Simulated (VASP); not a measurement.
A run of VASP 6.6.1 is set up as follows.

Contents of INCAR:

```
SYSTEM = Pt
PREC = Accurate
ENCUT = 520
EDIFF = 1E-7
ISMEAR = 0
SIGMA = 0.15
LREAL = .False.
LASPH = .True.
NELM = 60
ALGO = Fast
ISIF = 2
LWAVE = .False.
LCHARG = .False.
GGA = CA
NBANDS = 17
```

Contents of KPOINTS:

```
regular mesh
0
Gamma
  18 18 10
  0 0 0
```

POSCAR

```
Pt
1.0
    2.7081940711      0.0000000000      0.0000000000
   -1.3540970355      2.3453648639      0.0000000000
    0.0000000000      0.0000000000      4.6773974959
Pt
2
Direct
    0.6619628267      0.3943046569      0.7500000000
    0.3380371733      0.6056953431      0.2500000000
```

Potentials or basis: VASP PAW LDA potentials, release 64 (Pt).

The run is started by

```sh
$ cat potpaw_LDA.64/Pt/POTCAR > POTCAR
$ mpirun -np 1 vasp_std > vasp.out
```

Estimate the band gap on the k mesh.

zero (bands 10 and 11 overlap by 1.65 eV).

Estimate the pressure.

2.3 GPa.

Stress tensor (GPa, compression positive):
```
 1.34 -1.51  0.00
-1.51  0.50  0.00
 0.00  0.00  4.96
```

Caveat: the cell differs from its parent crystal (atoms displaced along several vibrational modes); spin-orbit coupling is left out, which moves the levels of the heavy elements.
